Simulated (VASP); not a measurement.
# YIn (Pm-3m) in VASP: further runs

The runs below take YIn through single point, relaxation of cell and atoms, with LDA.

All numbers are computed with VASP 6.6.1; they aren't measurements. Logs are shortened: lines on timing, memory, paths and dates and some standing lists are left out, and cuts for length are marked.

## 1. The cell of the first run

Symmetry: Pm-3m, No. 221, cubic system. Conventional cell: a = 3.663 Å, b = 3.663 Å, c = 3.663 Å, α = 90.00°, β = 90.00°, γ = 90.00°. Y (site symmetry m-3m) has 8 In at 3.17 Å and 6 Y at 3.66 Å within 4.2 Å. Within 4.2 Å of In (site symmetry m-3m) lie 8 Y at 3.17 Å and 6 In at 3.66 Å.

## 2. Single point, LDA

INCAR

```
ALGO = Normal ; EDIFF = 1E-6
ENCUT = 520 ; GGA = CA
ISIF = 2 ; ISMEAR = 0
LASPH = True ; LCHARG = False
LREAL = False ; LWAVE = False
NBANDS = 19 ; NELM = 100
PREC = Accurate ; SIGMA = 0.1
```

KPOINTS

```
k-points
0
Gamma
  12 12 12
```

POSCAR

```
YIn
1.0
    3.6629962940      0.0000000000      0.0000000000
    0.0000000000      3.6629962940      0.0000000000
    0.0000000000      0.0000000000      3.6629962940
Y In
1 1
Direct
    0.5000000000      0.5000000000      0.5000000000
    0.0000000000      0.0000000000      0.0000000000
```

Potentials or basis: VASP PAW LDA potentials, release 64 (Y_sv, In_d).

Started as:

```sh
$ cat potpaw_LDA.64/Y_sv/POTCAR potpaw_LDA.64/In_d/POTCAR > POTCAR
$ mpirun -np 1 vasp_std > vasp.out
```

OUTCAR:

```text
EDIFF = 1E-6
   ENCUT = 520
   GGA = CA
   ISIF = 2
   ISMEAR = 0
   LASPH = True
   LREAL = False
   NELM = 100
   PREC = Accurate

 ion  position               nearest neighbor table
   1  0.500  0.500  0.500-   2 3.17   2 3.17   2 3.17   2 3.17   2 3.17   2 3.17   2 3.17   2 3.17

   2  0.000  0.000  0.000-   1 3.17   1 3.17   1 3.17   1 3.17   1 3.17   1 3.17   1 3.17   1 3.17

  LATTYP: Found a simple cubic cell.
 ALAT       =     3.6629962940

  Lattice vectors:

 A1 = (   3.6629962940,   0.0000000000,   0.0000000000)
 A2 = (   0.0000000000,   3.6629962940,   0.0000000000)
 A3 = (   0.0000000000,   0.0000000000,   3.6629962940)

Analysis of symmetry for initial positions (statically):
=====================================================================
 Subroutine PRICEL returns:
 Original cell was already a primitive cell.

 Routine SETGRP: Setting up the symmetry group for a
 simple cubic supercell.

 Subroutine GETGRP returns: Found 48 space group operations
[... 9 lines left out ...]

 Routine SETGRP: Setting up the symmetry group for a
 simple cubic supercell.

 Subroutine GETGRP returns: Found 48 space group operations
[... 11 lines left out ...]
                                     Primitive cell

  volume of cell :      49.1484

  direct lattice vectors                    reciprocal lattice vectors
     3.662996294  0.000000000  0.000000000     0.273000549  0.000000000  0.000000000
     0.000000000  3.662996294  0.000000000     0.000000000  0.273000549  0.000000000
     0.000000000  0.000000000  3.662996294     0.000000000  0.000000000  0.273000549

  length of vectors
     3.662996294  3.662996294  3.662996294     0.273000549  0.273000549  0.273000549

  position of ions in fractional coordinates (direct lattice)
     0.500000000  0.500000000  0.500000000
     0.000000000  0.000000000  0.000000000

  ion indices of the primitive-cell ions
   primitive index   ion index
                 1           1
                 2           2

----------------------------------------------------------------------------------------

 KPOINTS: k-points

Automatic generation of k-mesh.
 Grid dimensions read from file:
 generate k-points for:   12   12   12

 Generating k-lattice:

  Cartesian coordinates                     Fractional coordinates (reciprocal lattice)
     0.022750046  0.000000000  0.000000000     0.083333333  0.000000000  0.000000000
     0.000000000  0.022750046  0.000000000     0.000000000  0.083333333  0.000000000
     0.000000000  0.000000000  0.022750046     0.000000000  0.000000000  0.083333333

  Length of vectors
     0.022750046  0.022750046  0.022750046

  Shift w.r.t. Gamma in fractional coordinates (k-lattice)
     0.000000000  0.000000000  0.000000000

 Subroutine IBZKPT returns following result:
 ===========================================

 Found     84 irreducible k-points:

 Following reciprocal coordinates:
            Coordinates               Weight
  0.000000  0.000000  0.000000      1.000000
  0.083333  0.000000  0.000000      6.000000
  0.166667  0.000000  0.000000      6.000000
  0.250000  0.000000  0.000000      6.000000
  0.333333  0.000000  0.000000      6.000000
  0.416667  0.000000  0.000000      6.000000
[... 16 lines left out ...]
  0.333333  0.333333  0.000000     12.000000
  0.416667  0.333333  0.000000     24.000000
 [... further k-points ...]
   k-points           NKPTS =     84   k-points in BZ     NKDIM =     84   number of bands    NBANDS=     19
   number of dos      NEDOS =    301   number of ions     NIONS =      2
   total plane-waves  NPLWV =  21952
   dimension x,y,z NGX =    28 NGY =   28 NGZ =   28
   dimension x,y,z NGXF=    56 NGYF=   56 NGZF=   56
   ions per type =               1   1
   NGX,Y,Z   is equivalent  to a cutoff of  12.71, 12.71, 12.71 a.u.
   NGXF,Y,Z  is equivalent  to a cutoff of  25.42, 25.42, 25.42 a.u.
 SYSTEM =  unknown system
   PREC   = accura    normal or accurate (medium, high low for compatibility)
   ISTART =      0    job   : 0-new  1-cont  2-samecut
   ICHARG =      2    charge: 1-file 2-atom 10-const
   ISPIN  =      1    spin polarized calculation?
   LNONCOLLINEAR =      F non collinear calculations
   LSORBIT =      F    spin-orbit coupling
   LASPH  =      T    aspherical Exc in radial PAW
   ENCUT  =  520.0 eV  38.22 Ry    6.18 a.u.   6.81  6.81  6.81*2*pi/ulx,y,z
   NELM   =    100;   NELMIN=  2; NELMDL= -5     # of ELM steps
   EDIFF  = 0.1E-05   stopping-criterion for ELM
   LREAL  =      F    real-space projection
   EDIFFG = 0.1E-04   stopping-criterion for IOM
   NSW    =      0    number of steps for IOM
   IBRION =     -1    ionic relax: 0-MD 1-quasi-New 2-CG
   NFREE  =      0    steps in history (QN), initial steepest desc. (CG)
   ISIF   =      2    stress and relaxation
   ISYM   =      2    0-nonsym 1-usesym 2-fastsym
   POTIM  = 0.5000    time-step for ionic-motion
   TEBEG  =    0.0;   TEEND  =   0.0 temperature during run
   PSTRESS=    0.0 pullay stress
   NELECT =      24.0000    total number of electrons
   NUPDOWN=      -1.0000    fix difference up-down
   EMIN   =  10.00;   EMAX   =-10.00  energy-range for DOS
   EFERMI =   0.00;   METHOD = LEGACY
   ISMEAR =     0;   SIGMA  =   0.10  broadening in eV -4-tet -1-fermi 0-gaus
   EFERMI_NEDOS =   21; number of points for ismear=-14 and -15
   IALGO  =     38    algorithm
   IMIX   =      4    mixing-type and parameters
     AMIX     =   0.40;   BMIX     =  1.00
     AMIX_MAG =   1.60;   BMIX_MAG =  1.00
  volume/ion in A,a.u.               =      24.57       165.83
  Fermi-wavevector in a.u.,A,eV,Ry     =   1.289166  2.436170 22.612181  1.661948
  Thomas-Fermi vector in A             =   2.421075
   LORBIT       =      0    0 simple, 1 ext, 2 COOP (PROOUT), +10 PAW based schemes
   GGA     = CA    functional components
   LHFCALC =     F    Hartree Fock is set to
   AEXX    =    0.0000 exact exchange contribution
   IVDW    =     0    specifies the selected vdW correction
   LEPSILON=     F    determine dielectric tensor
   LRPA    =     F    only Hartree local field effects (RPA)
 non-spin polarized calculation
 Gauss-broadening in eV      SIGMA  =   0.10
  energy-cutoff  :      520.00
  volume of cell :       49.15
 maximum number of plane-waves:      1357
 NGX is ok and might be reduce to    28
   NGX = 13   NGY = 13   NGZ = 13

 number of electron      24.0000006 magnetization

 Free energy of the ion-electron system (eV)
  ---------------------------------------------------
  ext. energy  EPLUGINS =         0.00000000
  ---------------------------------------------------
  free energy    TOTEN  =       -11.34787685 eV

  energy without entropy =      -11.34318822  energy(sigma->0) =      -11.34553253

 E-fermi :   6.4114     XC(G=0): -10.8548

 val. band max:        6.3518081952   @ k =   0.5000   0.4167   0.3333
 cond. band min:       6.4142458785   @ k =   0.5000   0.4167   0.0000
 fundamental gap:      0.0624376833
 Fermi energy:         6.4113974507

 k-point     1 :       0.0000    0.0000    0.0000
  band No.  band energies     occupation
      1     -36.0961      2.00000
      2     -16.1418      2.00000
      3     -16.1418      2.00000
      4     -16.1418      2.00000
      5      -8.0381      2.00000
      6      -8.0381      2.00000
[... 11 lines left out ...]
     18      10.1208      0.00000
     19      13.8119      0.00000

 k-point     2 :       0.0833    0.0000    0.0000
  band No.  band energies     occupation
      1     -36.0949      2.00000
      2     -16.1624      2.00000
      3     -16.1405      2.00000
      4     -16.1405      2.00000
      5      -8.0368      2.00000
      6      -8.0266      2.00000
[... 11 lines left out ...]
     18      10.7563      0.00000
     19      14.2277      0.00000

 k-point     3 :       0.1667    0.0000    0.0000
  band No.  band energies     occupation
      1     -36.0914      2.00000
      2     -16.2182      2.00000
      3     -16.1370      2.00000
      4     -16.1370      2.00000
      5      -8.0331      2.00000
      6      -7.9951      2.00000
[... 11 lines left out ...]
     18      11.6384      0.00000
     19      14.9339      0.00000

 k-point     4 :       0.2500    0.0000    0.0000
  band No.  band energies     occupation
      1     -36.0867      2.00000
      2     -16.2931      2.00000
      3     -16.1322      2.00000
      4     -16.1322      2.00000
      5      -8.0281      2.00000
      6      -7.9521      2.00000
[... 11 lines left out ...]
     18      12.5810      0.00000
     19      14.6097      0.00000

 k-point     5 :       0.3333    0.0000    0.0000
  band No.  band energies     occupation
      1     -36.0820      2.00000
      2     -16.3667      2.00000
      3     -16.1274      2.00000
      4     -16.1274      2.00000
      5      -8.0231      2.00000
      6      -7.9354      2.00000
[... 11 lines left out ...]
     18      13.5842      0.00000
     19      13.8870      0.00000

 k-point     6 :       0.4167    0.0000    0.0000
  band No.  band energies     occupation
      1     -36.0786      2.00000
      2     -16.4198      2.00000
      3     -16.1238      2.00000
      4     -16.1238      2.00000
      5      -8.0194      2.00000
      6      -7.9392      2.00000
[... 11 lines left out ...]
     18      14.6572      0.00000
     19      14.6575      0.00000

 k-point     7 :       0.5000    0.0000    0.0000
  band No.  band energies     occupation
      1     -36.0773      2.00000
      2     -16.4390      2.00000
      3     -16.1226      2.00000
      4     -16.1226      2.00000
      5      -8.0181      2.00000
      6      -7.9406      2.00000
[... 11 lines left out ...]
     18      14.5061      0.00000
     19      15.8061      0.00000

 k-point     8 :       0.0833    0.0833    0.0000
  band No.  band energies     occupation
      1     -36.0936      2.00000
      2     -16.1633      2.00000
      3     -16.1587      2.00000
      4     -16.1392      2.00000
      5      -8.0305      2.00000
      6      -8.0202      2.00000
[... 256 lines left out ...]
 k-point    20 :       0.3333    0.2500    0.0000
  band No.  band energies     occupation
      1     -36.0731      2.00000
      2     -16.3447      2.00000
      3     -16.2645      2.00000
      4     -16.1126      2.00000
      5      -7.9810      2.00000
      6      -7.9777      2.00000
[... 11 lines left out ...]
     18      13.8970      0.00000
     19      14.0550      0.00000

 k-point    21 :       0.4167    0.2500    0.0000
  band No.  band energies     occupation
      1     -36.0697      2.00000
      2     -16.3942      2.00000
      3     -16.2582      2.00000
      4     -16.1078      2.00000
      5      -7.9916      2.00000
      6      -7.9745      2.00000
[... 11 lines left out ...]
     18      13.4434      0.00000
     19      13.9618      0.00000

 k-point    22 :       0.5000    0.2500    0.0000
  band No.  band energies     occupation
      1     -36.0685      2.00000
      2     -16.4123      2.00000
      3     -16.2559      2.00000
      4     -16.1060      2.00000
      5      -7.9958      2.00000
      6      -7.9733      2.00000
[... 11 lines left out ...]
     18      12.8381      0.00000
     19      13.9634      0.00000

 k-point    23 :       0.3333    0.3333    0.0000
  band No.  band energies     occupation
      1     -36.0686      2.00000
      2     -16.3390      2.00000
      3     -16.3260      2.00000
      4     -16.1052      2.00000
      5      -8.0015      2.00000
      6      -7.9669      2.00000
[... 11 lines left out ...]
     18      13.4547      0.00000
     19      13.5862      0.00000

 k-point    24 :       0.4167    0.3333    0.0000
  band No.  band energies     occupation
      1     -36.0653      2.00000
      2     -16.3814      2.00000
      3     -16.3239      2.00000
      4     -16.0997      2.00000
      5      -8.0168      2.00000
      6      -7.9675      2.00000
[... 11 lines left out ...]
     18      12.8895      0.00000
     19      13.2367      0.00000

 [... further k-points ...]
[... 5 lines left out ...]
  --------------------------------------------------------------------------------------
  -------------------------------------------------------------------------------------
  Total        0.0105235      0.0105235      0.0105235      0.0000000      0.0000000     -0.0000000
  in kB        0.3430525      0.3430525      0.3430525      0.0000000      0.0000000     -0.0000000
  external PRESSURE =       0.3430525 kB  Pullay stress =       0.0000000 kB

 VOLUME and BASIS-vectors are now :
 -----------------------------------------------------------------------------
  energy-cutoff  :      520.00
  volume of cell :       49.15
      direct lattice vectors                 reciprocal lattice vectors
     3.662996294  0.000000000  0.000000000     0.273000549  0.000000000  0.000000000
     0.000000000  3.662996294  0.000000000     0.000000000  0.273000549  0.000000000
     0.000000000  0.000000000  3.662996294     0.000000000  0.000000000  0.273000549

 POSITION                                       TOTAL-FORCE (eV/Angst)
 -----------------------------------------------------------------------------------
      1.83150      1.83150      1.83150         0.000000      0.000000      0.000000
      0.00000      0.00000      0.00000         0.000000      0.000000      0.000000
 -----------------------------------------------------------------------------------
    total drift:                                0.000000      0.000000      0.000000

  FREE ENERGIE OF THE ION-ELECTRON SYSTEM (eV)
  ---------------------------------------------------
  free  energy   TOTEN  =       -11.3478768459 eV

  energy  without entropy=      -11.3431882151  energy(sigma->0) =      -11.34553253
```

It used 84 s of CPU time on 1 thread of AMD EPYC 7R13 Processor (Zen 3), with other jobs on the host.

What came out:

```
Free energy            : -11.3479 eV
Pressure               : 0.0 GPa
Band gap on the k mesh : zero (band 12 reaches 6.60 eV, above the bottom of band 13 at 3.92 eV)
```

Levels at points of the mesh, in eV from the Fermi level:
| k point | band 9 | band 10 | band 11 | band 12 | band 13 | band 14 | band 15 | band 16 |
| --- | --- | --- | --- | --- | --- | --- | --- | --- |
| (0.00, 0.00, 0.00) | -14.33 | -8.38 | -0.39 | -0.39 | 3.20 | 3.20 | 3.20 | 3.71 |
| (0.50, 0.00, 0.00) | -14.28 | -5.81 | -4.28 | 0.04 | 0.62 | 0.62 | 3.73 | 4.92 |
| (0.50, 0.50, 0.00) | -14.19 | -5.44 | -1.43 | -1.43 | -0.36 | 2.29 | 2.29 | 5.04 |
| (0.50, 0.50, 0.50) | -14.18 | -2.72 | -2.72 | -2.72 | -2.49 | 4.21 | 4.21 | 4.21 |

Caveat: spin-orbit coupling is left out, which moves the levels of the heavy elements.

## 3. Relaxation of cell and atoms, LDA

This run uses another cell than the first one, of 26.74 Å³/atom, 1.088 times its volume.

INCAR

```
SYSTEM = YIn
ALGO = Normal
EDIFF = 1E-6
EDIFFG = -0.005
ENCUT = 600
GGA = CA
IBRION = 2
ISIF = 3
ISMEAR = 0
LASPH = .True.
LCHARG = .False.
LREAL = .False.
LWAVE = .False.
NELM = 100
NSW = 70
PREC = Accurate
SIGMA = 0.1
```

KPOINTS

```
k-points
0
Gamma
  12 12 12
  0 0 0
```

POSCAR

```
YIn
1.0
    3.7674257603      0.0000000000      0.0000000000
    0.0000000000      3.7674257603      0.0000000000
    0.0000000000      0.0000000000      3.7674257603
Y In
1 1
Direct
    0.5000000000      0.5000000000      0.5000000000
    0.0000000000      0.0000000000      0.0000000000
```

Potentials or basis: VASP PAW LDA potentials, release 64 (Y_sv, In_d).

Started as:

```sh
$ cat potpaw_LDA.64/Y_sv/POTCAR potpaw_LDA.64/In_d/POTCAR > POTCAR
$ mpirun -np 1 vasp_std > vasp.out
```

It used 650 s of CPU time on 1 thread of AMD EPYC 7R13 Processor (Zen 3) (shared host).

It converged, with:

```yaml
Free_energy: -11.3482 eV
Relaxed_volume: 24.60 Å³/atom
Relaxed_cell: a = 3.664 Å, b = 3.664 Å, c = 3.664 Å, α = 90.00°, β = 90.00°, γ = 90.00°
Space_group_after_relaxing_to_0.05_Å: Pm-3m (No. 221)
Energy_gained_by_relaxing: 34.7 meV/atom
Ionic_steps: 3
Pressure_after_relaxing: 0.0 GPa
Band_gap_on_the_k_mesh: zero (band 12 reaches 6.59 eV, above the bottom of band 13 at 3.91 eV)
```

Step by step:
```tsv
step	energy change (eV)	largest force (eV/Å)	pressure (GPa)	volume (Å³)
1	0.0000	0.0000	-4.84	53.47
2	-0.0553	0.0000	2.68	47.46
3	-0.0693	0.0000	-0.01	49.20
```

Final structure:
```
Y In
1.0
     3.66424    0.00000    0.00000
     0.00000    3.66424    0.00000
     0.00000    0.00000    3.66424
Y In
1 1
Cartesian
  1.8321 1.8321 1.8321
  0.0000 0.0000 0.0000
```

Levels at points of the mesh, in eV from the Fermi level:
| k point | band 8 | band 9 | band 10 | band 11 | band 12 | band 13 | band 14 | band 15 | band 16 |
| --- | --- | --- | --- | --- | --- | --- | --- | --- | --- |
| (0.00, 0.00, 0.00) | -14.33 | -14.33 | -8.37 | -0.39 | -0.39 | 3.20 | 3.20 | 3.20 | 3.71 |
| (0.50, 0.00, 0.00) | -14.32 | -14.28 | -5.81 | -4.27 | 0.04 | 0.62 | 0.62 | 3.73 | 4.92 |
| (0.50, 0.50, 0.00) | -14.36 | -14.19 | -5.44 | -1.43 | -1.43 | -0.36 | 2.28 | 2.28 | 5.03 |
| (0.50, 0.50, 0.50) | -14.18 | -14.18 | -2.71 | -2.71 | -2.71 | -2.49 | 4.20 | 4.20 | 4.20 |

Caveat: spin-orbit coupling is left out, which moves the levels of the heavy elements. Zero-point motion and thermal expansion aren't in these numbers.
